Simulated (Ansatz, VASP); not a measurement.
## Two plane-wave programs on GaN

INCAR

```
SYSTEM = GaN
PREC = Accurate ; ENCUT = 520
EDIFF = 1E-7 ; ISMEAR = -1
SIGMA = 0.05 ; LREAL = .FALSE.
LASPH = .TRUE. ; NELM = 150
ALGO = Normal ; ISIF = 2
LWAVE = .FALSE. ; LCHARG = .FALSE.
MAGMOM = 0 0 0 0 0 0 ; LORBIT = 11
LSORBIT = .TRUE. ; GGA_COMPAT = .FALSE.
LORBMOM = .TRUE. ; GGA = PE
NBANDS = 30
```

KPOINTS

```
regular mesh
0
G
  10 10 10
  0 0 0
```

File POSCAR:

```
GaN
1.0
    0.0000000000      2.2684248875      2.2684248875
    2.2684248875      0.0000000000      2.2684248875
    2.2684248875      2.2684248875      0.0000000000
Ga N
1 1
Direct
    0.0000000000      0.0000000000      0.0000000000
    0.2500000000      0.2500000000      0.2500000000
```

input.yaml

```yaml
crystal:
  lattice:
    - [0.0, 2.2684248875, 2.2684248875]
    - [2.2684248875, 0.0, 2.2684248875]
    - [2.2684248875, 2.2684248875, 0.0]
  atoms:
    - { symbol: Ga, position: [0.0, 0.0, 0.0] }
    - { symbol: "N", position: [0.25, 0.25, 0.25] }
hamiltonian:
  xc: pbe
  pseudopotentials: { kind: paw_fr }
magnetization:
  noncollinear: true
  spin_orbit: true
kpoints:
  mp_grid: { grid: [10, 10, 10] }
scf:
  occupations: { method: fermi_dirac, width: 0.05 }
output:
  forces: true
  stress: true
  eigenvalues: true
  write_density: true
  write_potential: true
  elf: true
  volumetric_format: npy
```

Alike in both runs: task single point; functional PBE; k mesh 10 × 10 × 10; occupations fermi-dirac, width 0.05 eV; non-collinear spin, spin-orbit coupling.

|  | VASP | Ansatz |
| --- | --- | --- |
| version | VASP 6.6.1 | Ansatz 0.2.0 |
| potentials or method | VASP PAW PBE potentials, release 64 (Ga_d, N) | Ansatz PAW |
| plane-wave cutoff (eV) | 520 | 420 |
| valence electrons in the cell | 18 | 18 |

|  | VASP | Ansatz | Ansatz less VASP |
| --- | --- | --- | --- |
| pressure (GPa) | 1.4 | 1.3 | -0.07 |
| net moment per atom (μB) | 0.00 | 0.00 | 0.000 |
